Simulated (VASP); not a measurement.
# C in VASP: further runs, part 2 of 2

VASP 6.6.1.

## (4) Electric field gradients, LDA (equal xy, yz and zx shear strains of -2 %)

INCAR

```
PREC = Accurate
ENCUT = 1000
EDIFF = 1E-8
ISMEAR = -1
SIGMA = 0.03
LREAL = F
LASPH = T
NELM = 120
ALGO = Normal
ISIF = 2
LWAVE = F
LCHARG = F
GGA = CA
LEFG = T
NBANDS = 11
GGA_COMPAT = F
```

KPOINTS

```
regular mesh
0
Gamma
  16 16 16
```

POSCAR

```
C
1.0
   -0.0356680000      1.7655660000      1.7655660000
    1.7655660000     -0.0356680000      1.7655660000
    1.7655660000      1.7655660000     -0.0356680000
C
2
Direct
    0.5000000000      0.5000000000      0.5000000000
    0.7500000000      0.7500000000      0.7500000000
```

Potentials or basis: VASP PAW LDA potentials, release 64 (C_h).

On the command line:

```sh
cat potpaw_LDA.64/C_h/POTCAR > POTCAR
mpirun -np 1 vasp_std > vasp.out
```

OUTCAR:

```text
PREC = Accurate
   ENCUT = 1000
   EDIFF = 1E-8
   ISMEAR = -1
   LREAL = F
   LASPH = T
   NELM = 120
   ISIF = 2
   GGA = CA

 ion  position               nearest neighbor table
   1  0.500  0.500  0.500-   2 1.51
   2  0.750  0.750  0.750-   1 1.51

  LATTYP: Found a trigonal (rhomboedric) cell.
 ALAT       =     2.4971421279
 COS(alpha) =     0.4797000918

  Lattice vectors:

 A1 = (  -0.0356680000,   1.7655660000,   1.7655660000)
 A2 = (   1.7655660000,  -0.0356680000,   1.7655660000)
 A3 = (   1.7655660000,   1.7655660000,  -0.0356680000)

Analysis of symmetry for initial positions (statically):
=====================================================================
 Subroutine PRICEL returns:
 Original cell was already a primitive cell.

 Routine SETGRP: Setting up the symmetry group for a
 trigonal (rhombohedral) supercell.

 Subroutine GETGRP returns: Found 12 space group operations
 (whereof  6 operations were pure point group operations)
 out of a pool of 12 trial point group operations.

The static configuration has the point symmetry C_3v.
 The point group associated with its full space group is D_3d.

Analysis of symmetry for dynamics (positions and initial velocities):
=====================================================================
 Subroutine PRICEL returns:
 Original cell was already a primitive cell.

 Routine SETGRP: Setting up the symmetry group for a
 trigonal (rhombohedral) supercell.

 Subroutine GETGRP returns: Found 12 space group operations
 (whereof  6 operations were pure point group operations)
 out of a pool of 12 trial point group operations.

The dynamic configuration has the point symmetry C_3v.
[... 482 lines left out ...]
      4      10.6818      2.00000
      5      16.7455      0.00000
      6      17.0277      0.00000
      7      17.7696      0.00000
      8      24.6659      0.00000
      9      30.3140      0.00000
     10      34.2211      0.00000
     11      35.1967      0.00000

 [... further k-points ...]

------------------------ aborting loop because EDIFF is reached ----------------------------------------

  FORCE on cell =-STRESS in cart. coord.  units (eV):
  Direction    XX          YY          ZZ          XY          YZ          ZX
  --------------------------------------------------------------------------------------
  -------------------------------------------------------------------------------------
  Total       -0.8132726     -0.8132726     -0.8132726      0.8116042      0.8116042      0.8116042
  in kB     -114.8951223   -114.8951223   -114.8951223    114.6594287    114.6594287    114.6594287
  external PRESSURE =    -114.8951223 kB  Pullay stress =       0.0000000 kB

 VOLUME and BASIS-vectors are now :
 -----------------------------------------------------------------------------
  energy-cutoff  :     1000.00
  volume of cell :       11.34
      direct lattice vectors                 reciprocal lattice vectors
    -0.035668000  1.765566000  1.765566000    -0.274754951  0.280420001  0.280420001
     1.765566000 -0.035668000  1.765566000     0.280420001 -0.274754951  0.280420001
     1.765566000  1.765566000 -0.035668000     0.280420001  0.280420001 -0.274754951

 POSITION                                       TOTAL-FORCE (eV/Angst)
 -----------------------------------------------------------------------------------
      1.74773      1.74773      1.74773        -0.084777     -0.084777     -0.084777
      2.62160      2.62160      2.62160         0.084777      0.084777      0.084777
 -----------------------------------------------------------------------------------
    total drift:                                0.000000      0.000000     -0.000000

  FREE ENERGIE OF THE ION-ELECTRON SYSTEM (eV)
  ---------------------------------------------------
  free  energy   TOTEN  =       -20.2313636300 eV

  energy  without entropy=      -20.2313636300  energy(sigma->0) =      -20.23136363

 Electric field gradients (V/A^2)
---------------------------------------------------------------------
 ion       V_xx      V_yy      V_zz      V_xy      V_xz      V_yz
---------------------------------------------------------------------
   1       0.000     0.000    -0.000    -2.217    -2.217    -2.217
   2      -0.000     0.000     0.000    -2.217    -2.217    -2.217
---------------------------------------------------------------------

 Electric field gradients after diagonalization (V/A^2)
 (convention: |V_zz| > |V_xx| > |V_yy|)
----------------------------------------------------------------------
 ion       V_xx      V_yy      V_zz     asymmetry (V_yy - V_xx)/ V_zz
----------------------------------------------------------------------
   1       2.217     2.217    -4.433       0.000
   2       2.217     2.217    -4.433       0.000
----------------------------------------------------------------------

           NMR quadrupolar parameters

 Cq : quadrupolar parameter    Cq=e*Q*V_zz/h
 eta: asymmetry parameters     (V_yy - V_xx)/ V_zz
 Q  : nuclear electric quadrupole moment in mb (millibarn)
----------------------------------------------------------------------
 ion       Cq(MHz)       eta       Q (mb)
----------------------------------------------------------------------
   1      -0.011       0.000       1.000
   2      -0.011       0.000       1.000
----------------------------------------------------------------------
```

stdout:

```text
POSCAR found type information on POSCAR C
 POSCAR found :  1 types and       2 ions
 scaLAPACK will be used
 LDA part: xc-table for (Slater(with rela. corr.)+CA(PZ))
 , standard interpolation
 POSCAR, INCAR and KPOINTS ok, starting setup
 FFT: planning ... GRIDC
 FFT: planning ... GRID_SOFT
 FFT: planning ... GRID
 WAVECAR not read
 entering main loop
ion   1

ion   2
```

It took 88 s on 1 thread of Intel Xeon Platinum 8488C (Sapphire Rapids), shared host; peak memory 0.21 GiB.

Results:

```yaml
Free_energy: -20.2314 eV
Pressure: -11.5 GPa
Largest_force: 0.147 eV/Å
Band_gap_on_the_k_mesh: 4.05 eV (least direct gap 5.23 eV)
Largest_electric_field_gradient_by_atom: C -4.4 V/Å²
```

Forces in eV/Å, atoms in the order of the input:
```
C   -0.085 -0.085 -0.085
C    0.085  0.085  0.085
```

Electric field gradients, principal values (V/Å²):
```
atom  least  middle  greatest (by size)
 1 C  2.217   2.217              -4.433
 2 C  2.217   2.217              -4.433
```

Caveat: the cell differs from its parent crystal (equal xy, yz and zx shear strains of -2 %); the cell stands under tension; without QUAD_EFG the Cq values of the log hold for a quadrupole moment of 1 mb, not for the nuclei.

## (5) Summary

| cell | gap on the mesh (eV) | pressure (GPa) |
| --- | --- | --- |
| a = 2.530 Å, angles 60.0°, 2 atoms | 4.08 | -16.3 |
| a = 2.514 Å, angles 60.0°, 2 atoms | 4.13 | -7.8 |
| a = 2.497 Å, angles 61.3°, 2 atoms | 4.05 | -11.5 |

Alike in all rows: task electric field gradients; level LDA; potentials or basis VASP PAW LDA potentials, release 64 (C_h); no spin polarisation; k mesh 16 × 16 × 16; cutoff (eV) 1000; smearing fermi-dirac 0.03 eV.

Caveats: the cell stands under tension.

Absolute energies hang on the potentials; compare differences alone.
